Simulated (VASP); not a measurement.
A run of VASP 6.6.1 is set up as follows.

File INCAR:

```
  ALGO = Fast
  EDIFF = 1E-7
  EDIFFG = -0.01
  ENCUT = 600
  GGA = RP
  IBRION = 2
  ISIF = 3
  ISMEAR = -1
  ISPIN = 2
  IVDW = 12
  LASPH = T
  LCHARG = F
  LMAXMIX = 4
  LORBIT = 11
  LREAL = F
  LWAVE = F
  MAGMOM = 2 2 2 2
  NELM = 150
  NSW = 60
  PREC = Accurate
  SIGMA = 0.05
```

KPOINTS

```
k-points
0
Gamma
  12 12 4
```

The input POSCAR:

```
Co
1.0
    2.4705617809      0.0000000000      0.0000000000
   -1.2352808905      2.1395692639      0.0000000000
    0.0000000000      0.0000000000      8.0882338000
Co
4
Direct
    0.6666666667      0.3333333333      0.7500000000
    0.0000000000      0.0000000000      0.5000000000
    0.3333333333      0.6666666667      0.2500000000
    0.0000000000      0.0000000000      0.0000000000
```

Potentials or basis: VASP PAW PBE potentials, release 64 (Co).

Launch:

```sh
$ cat potpaw_PBE.64/Co/POTCAR > POTCAR
$ mpirun -np 1 vasp_std > vasp.out
```

(1) Estimate the net moment.

(2) What does it give for the dispersion energy per atom?

(3) Predict the site moments.

(4) What does it give for the relaxed cell?

Results:

(1) 6.15 μB per cell.

(2) -2.354 eV.

(3) Co +1.55, +1.52 (each value once) μB.

(4) a = 2.400 Å, b = 2.400 Å, c = 7.785 Å, α = 90.00°, β = 90.00°, γ = 120.00°.
